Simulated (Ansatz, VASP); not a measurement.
## Zn8H in VASP and in Ansatz

The input INCAR:

```
SYSTEM = Zn8H
  PREC = Accurate
  ENCUT = 500
  EDIFF = 1E-6
  ISMEAR = 0
  SIGMA = 0.1
  LREAL = .FALSE.
  LASPH = .TRUE.
  NELM = 120
  ALGO = Normal
  ISIF = 2
  LWAVE = .FALSE.
  LCHARG = .FALSE.
  GGA = PE
  NBANDS = 58
  GGA_COMPAT = .FALSE.
```

KPOINTS

```
regular mesh
0
G
  4 4 4
  0 0 0
```

POSCAR

```
Zn8H
1.0
   -3.1380740000      3.1380740000      3.1380740000
    3.1380740000     -3.1380740000      3.1380740000
    3.1380740000      3.1380740000     -3.1380740000
Zn H
8 1
Direct
    0.0000000000      0.0000000000      0.0000000000
    0.0000000000      0.0000000000      0.5000000000
    0.0000000000      0.5000000000      0.0000000000
    0.0000000000      0.5000000000      0.5000000000
    0.5000000000      0.0000000000      0.0000000000
    0.5000000000      0.0000000000      0.5000000000
    0.5000000000      0.5000000000      0.0000000000
    0.5000000000      0.5000000000      0.5000000000
    0.1250000000      0.2500000000      0.3750000000
```

Input for Ansatz:

```yaml
crystal:
  lattice:
    - [-3.138074, 3.138074, 3.138074]
    - [3.138074, -3.138074, 3.138074]
    - [3.138074, 3.138074, -3.138074]
  atoms:
    - { symbol: Zn, position: [0.0, 0.0, 0.0] }
    - { symbol: Zn, position: [0.0, 0.0, 0.5] }
    - { symbol: Zn, position: [0.0, 0.5, 0.0] }
    - { symbol: Zn, position: [0.0, 0.5, 0.5] }
    - { symbol: Zn, position: [0.5, 0.0, 0.0] }
    - { symbol: Zn, position: [0.5, 0.0, 0.5] }
    - { symbol: Zn, position: [0.5, 0.5, 0.0] }
    - { symbol: Zn, position: [0.5, 0.5, 0.5] }
    - { symbol: H, position: [0.125, 0.25, 0.375] }
basis:
  ecutwfc: 420
kpoints:
  mp_grid: { grid: [4, 4, 4] }
hamiltonian:
  xc: pbe
scf:
  occupations: { method: gaussian, width: 0.1 }
output:
  forces: true
  stress: true
  eigenvalues: true
```

Alike in both runs: task single point; functional PBE; k mesh 4 × 4 × 4; occupations gaussian, width 0.1 eV; no spin polarisation.

|  | VASP | Ansatz |
| --- | --- | --- |
| version | VASP 6.6.1 | Ansatz 0.2.0 |
| potentials or method | VASP PAW PBE potentials, release 64 (Zn, H), cutoff 500 eV | scalar-relativistic, plane waves, PAW |
| valence electrons in the cell | 97 | 97 |

|  | VASP | Ansatz | Ansatz less VASP |
| --- | --- | --- | --- |
| gap on the k mesh at the Fermi level (eV) | none | none | - |
| pressure (GPa) | 4.2 | 3.9 | -0.28 |
| traceless stress, the component that is largest in VASP (GPa) | 0.38 | 0.39 | +0.015 |
| rms of the force components (eV/Å) | 0.413 | 0.404 | -0.0083 |

Atom by atom the forces differ by 0.008 eV/Å (rms over components). A gap of «none» marks a metal or a gap that the smearing closes.
